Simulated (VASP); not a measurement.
Set up this calculation in VASP 6.6.1, as the native input.

- Task: single point
- Functional: PBEsol
- Potentials or basis: VASP PAW PBE potentials, release 64 (Au)
- Cutoff: 520 eV
- k mesh: 18 × 18 × 4
- Occupations: gaussian, width 0.15 eV
- Spin: no spin polarisation
- Dipole correction: no
- Further INCAR settings: ALGO = Fast; EDIFF = 1e-06; NBANDS = 42

The structure of Au lies in POSCAR:

```
Au
1.0
    2.0455000000     -2.0455000000      0.0000000000
    2.0455000000      0.0000000000     -2.0455000000
   11.5910303000      6.4774848500      6.4774848500
Au
6
Direct
    0.5972388883      0.5972388883      0.0833166667
   -0.7638444450     -0.7638444450      0.9166500000
    0.1250222217      0.1250222217      0.2499833333
    0.1805888883      0.1805888883      0.5833166667
   -0.3471944450     -0.3471944450      0.4166500000
   -0.2916277783     -0.2916277783      0.7499833333
```

This cell differs from its parent crystal: the part above a cut slid along it.

These files were run (other wordings do the same):

INCAR

```
SYSTEM = Au
ALGO = Fast ; EDIFF = 1E-6
ENCUT = 520 ; GGA = PS
ISIF = 2 ; ISMEAR = 0
LASPH = .True. ; LCHARG = .False.
LREAL = .False. ; LWAVE = .False.
NBANDS = 42 ; NELM = 60
PREC = Accurate ; SIGMA = 0.15
```

KPOINTS

```
k-points
0
Gamma
  18 18 4
  0 0 0
```

Potentials or basis: VASP PAW PBE potentials, release 64 (Au).

Launch:

```console
$ cat potpaw_PBE.64/Au/POTCAR > POTCAR
$ mpirun -np 1 vasp_std > vasp.out
```

Results of the run:

* Pressure: -0.8 GPa
* Largest force: 0.316 eV/Å
* Band gap on the k mesh: zero (bands 33 and 34 overlap by 4.80 eV)

Caveat: the cell differs from its parent crystal (the part above a cut slid along it); the PAW data sets were made with another functional, which shifts forces and pressure a little; spin-orbit coupling is left out, which moves the levels of the heavy elements.

Wall time 40 min on 1 thread of Oxide Virtual Turin-like Processor, on a shared host, peak memory 1 GiB.
